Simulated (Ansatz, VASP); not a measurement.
# One calculation of W5C, two programs

```xyz
6
Lattice="-3.2053 3.2053 2.1205 3.2053 -3.2053 2.1205 3.2053 3.2053 -2.1205" Properties=species:S:1:pos:R:3 pbc="T T T"
W     0.0000    0.0000    0.0000
W     3.9204    1.2326    0.0000
W     1.2326    2.4902    0.0000
W    -0.7151    1.9728    2.1205
W     1.9728    0.7151    2.1205
C     0.0000    0.0000    2.1205
```

Alike in both runs: functional PBE; k mesh 5 × 5 × 5; occupations gaussian, width 0.2 eV; no spin polarisation.

Ansatz relaxed the structure, and its values are those at the end. VASP's run is a single point on that final structure, the one shown.

|  | VASP | Ansatz |
| --- | --- | --- |
| version | VASP 6.6.1 | Ansatz 0.2.0 |
| potentials or method | VASP PAW PBE potentials, release 64 (W_sv, C), cutoff 520 eV | scalar-relativistic, plane waves, PAW |
| valence electrons in the cell | 74 | 74 |

|  | VASP | Ansatz | Ansatz less VASP |
| --- | --- | --- | --- |
| gap on the k mesh at the Fermi level (eV) | none | none | - |
| pressure (GPa) | 0.6 | 0.0 | -0.62 |
| rms of the force components (eV/Å) | 0.018 | 0.005 | -0.0130 |

A gap of «none» marks a metal or a gap that the smearing closes.

Spin-orbit coupling is off throughout.
